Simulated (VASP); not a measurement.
# RbBr (P1) in VASP: single point with PBE

Aim: the single point of RbBr with PBE.

Everything below comes from runs of VASP 6.6.1. Logs are shortened: lines on timing, memory, paths and dates and some standing lists are left out, and cuts for length are marked.

### Step 1. The cell of the first run

The typed cell holds 2 atoms: a = 5.472 Å, b = 5.472 Å, c = 5.472 Å, α = 60.00°, β = 60.00°, γ = 60.00°.

### Step 2. Single point, PBE

INCAR

```
SYSTEM = RbBr
PREC = Accurate
ENCUT = 520
EDIFF = 1E-6
ISMEAR = -1
SIGMA = 0.069
LREAL = .False.
LASPH = .True.
NELM = 80
ALGO = Normal
ISIF = 2
LWAVE = .False.
LCHARG = .False.
GGA = PE
NBANDS = 15
```

KPOINTS

```
regular mesh
0
Gamma
  4 4 4
  0 0 0
```

POSCAR

```
RbBr
1.0
    0.0000000000      3.8694968646      3.8694968646
    3.8694968646      0.0000000000      3.8694968646
    3.8694968646      3.8694968646      0.0000000000
Rb Br
1 1
Direct
    0.0036911776      0.0211381487     -0.0286546298
    0.2484155004      0.2412453176      0.2548522546
```

Potentials or basis: VASP PAW PBE potentials, release 64 (Rb_sv, Br).

Started as:

```console
cat potpaw_PBE.64/Rb_sv/POTCAR potpaw_PBE.64/Br/POTCAR > POTCAR
mpirun -np 1 vasp_std > vasp.out
```

OUTCAR:

```text
SYSTEM = RbBr
   PREC = Accurate
   ENCUT = 520
   EDIFF = 1E-6
   ISMEAR = -1
   LREAL = .False.
   LASPH = .True.
   NELM = 80
   ISIF = 2
   GGA = PE

 ion  position               nearest neighbor table
   1  0.004  0.021  0.971-   2 3.20   2 3.35   2 3.38   2 3.49
   2  0.248  0.241  0.255-   1 3.20   1 3.35   1 3.38   1 3.49

  LATTYP: Found a face centered cubic cell.
 ALAT       =     7.7389937292

  Lattice vectors:

 A1 = (   0.0000000000,   3.8694968646,   3.8694968646)
 A2 = (   3.8694968646,   0.0000000000,   3.8694968646)
 A3 = (   3.8694968646,   3.8694968646,   0.0000000000)

Analysis of symmetry for initial positions (statically):
=====================================================================
 Subroutine PRICEL returns:
 Original cell was already a primitive cell.

 Routine SETGRP: Setting up the symmetry group for a
 face centered cubic supercell.

 Subroutine GETGRP returns: Found  1 space group operations
 (whereof  1 operations were pure point group operations)
 out of a pool of 48 trial point group operations.

The static configuration has the point symmetry C_1 .

Analysis of symmetry for dynamics (positions and initial velocities):
=====================================================================
 Subroutine PRICEL returns:
 Original cell was already a primitive cell.

 Routine SETGRP: Setting up the symmetry group for a
 face centered cubic supercell.

 Subroutine GETGRP returns: Found  1 space group operations
 (whereof  1 operations were pure point group operations)
 out of a pool of 48 trial point group operations.

The dynamic configuration has the point symmetry C_1 .

 Subroutine INISYM returns: Found  1 space group operations
 (whereof  1 operations are pure point group operations),
 and found     1 'primitive' translations

----------------------------------------------------------------------------------------

                                     Primitive cell

  volume of cell :     115.8760

  direct lattice vectors                    reciprocal lattice vectors
     0.000000000  3.869496865  3.869496865    -0.129215766  0.129215766  0.129215766
     3.869496865  0.000000000  3.869496865     0.129215766 -0.129215766  0.129215766
     3.869496865  3.869496865  0.000000000     0.129215766  0.129215766 -0.129215766

  length of vectors
     5.472294945  5.472294945  5.472294945     0.223808271  0.223808271  0.223808271

  position of ions in fractional coordinates (direct lattice)
     0.003691178  0.021138149  0.971345370
     0.248415500  0.241245318  0.254852255

  ion indices of the primitive-cell ions
   primitive index   ion index
                 1           1
                 2           2

----------------------------------------------------------------------------------------

 KPOINTS: regular mesh

Automatic generation of k-mesh.
 Grid dimensions read from file:
 generate k-points for:    4    4    4

 Generating k-lattice:

  Cartesian coordinates                     Fractional coordinates (reciprocal lattice)
    -0.032303941  0.032303941  0.032303941     0.250000000  0.000000000  0.000000000
     0.032303941 -0.032303941  0.032303941     0.000000000  0.250000000  0.000000000
     0.032303941  0.032303941 -0.032303941     0.000000000  0.000000000  0.250000000

  Length of vectors
     0.055952068  0.055952068  0.055952068

  Shift w.r.t. Gamma in fractional coordinates (k-lattice)
     0.000000000  0.000000000  0.000000000

 Subroutine IBZKPT returns following result:
 ===========================================

 Found     36 irreducible k-points:

 Following reciprocal coordinates:
            Coordinates               Weight
  0.000000  0.000000  0.000000      1.000000
  0.250000  0.000000  0.000000      2.000000
  0.000000  0.250000  0.000000      2.000000
  0.000000  0.000000  0.250000      2.000000
  0.250000  0.250000  0.250000      2.000000
  0.500000  0.000000  0.000000      1.000000
[... 16 lines left out ...]
  0.250000  0.500000  0.500000      2.000000
  0.500000  0.000000  0.250000      2.000000
 [... further k-points ...]
   k-points           NKPTS =     36   k-points in BZ     NKDIM =     36   number of bands    NBANDS=     15
   number of dos      NEDOS =    301   number of ions     NIONS =      2
   total plane-waves  NPLWV =  74088
   dimension x,y,z NGX =    42 NGY =   42 NGZ =   42
   dimension x,y,z NGXF=    84 NGYF=   84 NGZF=   84
   ions per type =               1   1
   NGX,Y,Z   is equivalent  to a cutoff of  12.76, 12.76, 12.76 a.u.
   NGXF,Y,Z  is equivalent  to a cutoff of  25.52, 25.52, 25.52 a.u.
 SYSTEM =  RbBr
   PREC   = accura    normal or accurate (medium, high low for compatibility)
   ISTART =      0    job   : 0-new  1-cont  2-samecut
   ICHARG =      2    charge: 1-file 2-atom 10-const
   ISPIN  =      1    spin polarized calculation?
   LNONCOLLINEAR =      F non collinear calculations
   LSORBIT =      F    spin-orbit coupling
   LASPH  =      T    aspherical Exc in radial PAW
   ENCUT  =  520.0 eV  38.22 Ry    6.18 a.u.  10.17 10.17 10.17*2*pi/ulx,y,z
   NELM   =     80;   NELMIN=  2; NELMDL= -5     # of ELM steps
   EDIFF  = 0.1E-05   stopping-criterion for ELM
   LREAL  =      F    real-space projection
   EDIFFG = 0.1E-04   stopping-criterion for IOM
   NSW    =      0    number of steps for IOM
   IBRION =     -1    ionic relax: 0-MD 1-quasi-New 2-CG
   NFREE  =      0    steps in history (QN), initial steepest desc. (CG)
   ISIF   =      2    stress and relaxation
   ISYM   =      2    0-nonsym 1-usesym 2-fastsym
   POTIM  = 0.5000    time-step for ionic-motion
   TEBEG  =    0.0;   TEEND  =   0.0 temperature during run
   PSTRESS=    0.0 pullay stress
   NELECT =      16.0000    total number of electrons
   NUPDOWN=      -1.0000    fix difference up-down
   EMIN   =  10.00;   EMAX   =-10.00  energy-range for DOS
   EFERMI =   0.00;   METHOD = LEGACY
   ISMEAR =    -1;   SIGMA  =   0.07  broadening in eV -4-tet -1-fermi 0-gaus
   EFERMI_NEDOS =   21; number of points for ismear=-14 and -15
   IALGO  =     38    algorithm
   IMIX   =      4    mixing-type and parameters
     AMIX     =   0.40;   BMIX     =  1.00
     AMIX_MAG =   1.60;   BMIX_MAG =  1.00
  volume/ion in A,a.u.               =      57.94       390.98
  Fermi-wavevector in a.u.,A,eV,Ry     =   0.846156  1.599003  9.741494  0.715980
  Thomas-Fermi vector in A             =   1.961458
   LORBIT       =      0    0 simple, 1 ext, 2 COOP (PROOUT), +10 PAW based schemes
   GGA     = PE    functional components
   LHFCALC =     F    Hartree Fock is set to
   AEXX    =    0.0000 exact exchange contribution
   IVDW    =     0    specifies the selected vdW correction
   LEPSILON=     F    determine dielectric tensor
   LRPA    =     F    only Hartree local field effects (RPA)
 non-spin polarized calculation
  energy-cutoff  :      520.00
  volume of cell :      115.88
 maximum number of plane-waves:      3142
 NGX is ok and might be reduce to    42
   NGX = 21   NGY = 21   NGZ = 21

 number of electron      16.0000000 magnetization

 Free energy of the ion-electron system (eV)
  ---------------------------------------------------
  ext. energy  EPLUGINS =         0.00000000
  ---------------------------------------------------
  free energy    TOTEN  =        -5.90750400 eV

  energy without entropy =       -5.90750400  energy(sigma->0) =       -5.90750400

 E-fermi :  -1.3762     XC(G=0):  -5.7321

 val. band max:       -3.0711837342   @ k =   0.5000   0.5000   0.0000
 cond. band min:       0.9906473926   @ k =   0.0000   0.0000   0.0000
 fundamental gap:      4.0618311268
 Fermi energy:        -1.3761986975

 k-point     1 :       0.0000    0.0000    0.0000
  band No.  band energies     occupation
      1     -27.6661      2.00000
      2     -14.9588      2.00000
      3     -11.7770      2.00000
      4     -11.7759      2.00000
      5     -11.7732      2.00000
      6      -3.1801      2.00000
      7      -3.1717      2.00000
      8      -3.1453      2.00000
      9       0.9906      0.00000
     10       5.0746      0.00000
     11       5.0893      0.00000
     12       5.7615      0.00000
     13       6.0377      0.00000
     14       6.3486      0.00000
     15       6.8575      0.00000

 k-point     2 :       0.2500    0.0000    0.0000
  band No.  band energies     occupation
      1     -27.6651      2.00000
      2     -14.9806      2.00000
      3     -11.7879      2.00000
      4     -11.7814      2.00000
      5     -11.7448      2.00000
      6      -3.2981      2.00000
      7      -3.1455      2.00000
      8      -3.1385      2.00000
      9       1.7999      0.00000
     10       4.6877      0.00000
     11       4.7855      0.00000
     12       5.1110      0.00000
     13       5.9669      0.00000
     14       6.4845      0.00000
     15       6.5544      0.00000

 k-point     3 :       0.0000    0.2500    0.0000
  band No.  band energies     occupation
      1     -27.6652      2.00000
      2     -14.9740      2.00000
      3     -11.7867      2.00000
      4     -11.7785      2.00000
      5     -11.7600      2.00000
      6      -3.2792      2.00000
      7      -3.1631      2.00000
      8      -3.1542      2.00000
      9       1.8113      0.00000
     10       4.7495      0.00000
     11       4.8241      0.00000
     12       5.1047      0.00000
     13       5.9780      0.00000
     14       6.5290      0.00000
     15       6.5888      0.00000

 k-point     4 :       0.0000    0.0000    0.2500
  band No.  band energies     occupation
      1     -27.6649      2.00000
      2     -14.9913      2.00000
      3     -11.7838      2.00000
      4     -11.7806      2.00000
      5     -11.7318      2.00000
      6      -3.3070      2.00000
      7      -3.1303      2.00000
      8      -3.1215      2.00000
      9       1.7838      0.00000
     10       4.6423      0.00000
     11       4.6783      0.00000
     12       5.0113      0.00000
     13       6.1128      0.00000
     14       6.4403      0.00000
     15       6.4734      0.00000
[... 307 lines left out ...]
 k-point    22 :      -0.2500    0.2500   -0.2500
  band No.  band energies     occupation
      1     -27.6637      2.00000
      2     -15.0041      2.00000
      3     -11.8116      2.00000
      4     -11.7973      2.00000
      5     -11.6986      2.00000
      6      -3.3766      2.00000
      7      -3.1659      2.00000
      8      -3.1082      2.00000
      9       3.0530      0.00000
     10       3.6544      0.00000
     11       4.6592      0.00000
     12       5.1710      0.00000
     13       6.2463      0.00000
     14       6.4853      0.00000
     15       6.5984      0.00000

 k-point    23 :       0.2500    0.5000    0.5000
  band No.  band energies     occupation
      1     -27.6636      2.00000
      2     -15.0137      2.00000
      3     -11.8087      2.00000
      4     -11.7996      2.00000
      5     -11.6824      2.00000
      6      -3.3795      2.00000
      7      -3.1613      2.00000
      8      -3.0918      2.00000
      9       2.9894      0.00000
     10       3.6231      0.00000
     11       4.5850      0.00000
     12       5.1764      0.00000
     13       6.3098      0.00000
     14       6.4339      0.00000
     15       6.6123      0.00000

 k-point    24 :       0.5000    0.0000    0.2500
  band No.  band energies     occupation
      1     -27.6636      2.00000
      2     -15.0104      2.00000
      3     -11.8161      2.00000
      4     -11.7961      2.00000
      5     -11.6844      2.00000
      6      -3.3766      2.00000
      7      -3.1572      2.00000
      8      -3.1020      2.00000
      9       3.0120      0.00000
     10       3.5748      0.00000
     11       4.6019      0.00000
     12       5.2937      0.00000
     13       6.3178      0.00000
     14       6.3802      0.00000
     15       6.6413      0.00000

 [... further k-points ...]
[... 5 lines left out ...]
  --------------------------------------------------------------------------------------
  -------------------------------------------------------------------------------------
  Total        0.2274794      0.1977229      0.1817900      0.3164403     -0.0963154     -0.2585556
  in kB        3.1452786      2.7338459      2.5135473      4.3753102     -1.3317193     -3.5749591
  external PRESSURE =       2.7975573 kB  Pullay stress =       0.0000000 kB

 VOLUME and BASIS-vectors are now :
 -----------------------------------------------------------------------------
  energy-cutoff  :      520.00
  volume of cell :      115.88
      direct lattice vectors                 reciprocal lattice vectors
     0.000000000  3.869496865  3.869496865    -0.129215766  0.129215766  0.129215766
     3.869496865  0.000000000  3.869496865     0.129215766 -0.129215766  0.129215766
     3.869496865  3.869496865  0.000000000     0.129215766  0.129215766 -0.129215766

 POSITION                                       TOTAL-FORCE (eV/Angst)
 -----------------------------------------------------------------------------------
      3.84041      3.77290      0.09608         0.072724      0.147630     -0.178207
      1.91965      1.94739      1.89474        -0.072724     -0.147630      0.178207
 -----------------------------------------------------------------------------------
    total drift:                                0.000019     -0.000102      0.000101

  FREE ENERGIE OF THE ION-ELECTRON SYSTEM (eV)
  ---------------------------------------------------
  free  energy   TOTEN  =        -5.9075039957 eV

  energy  without entropy=       -5.9075039956  energy(sigma->0) =       -5.90750400
```

Wall time 27 s (1 thread of Intel Xeon 6975P-C (Granite Rapids), shared host); peak memory 0.28 GiB.

Results:

- Free energy: -5.9075 eV
- Pressure: 0.3 GPa
- Largest force: 0.243 eV/Å
- Band gap on the k mesh: 4.06 eV (least direct gap 4.14 eV)

Forces in eV/Å, atoms in the order of the input:
```
Rb   0.073  0.148 -0.178
Br  -0.073 -0.148  0.178
```

Caveat: the atoms stand as in a frame of molecular dynamics.
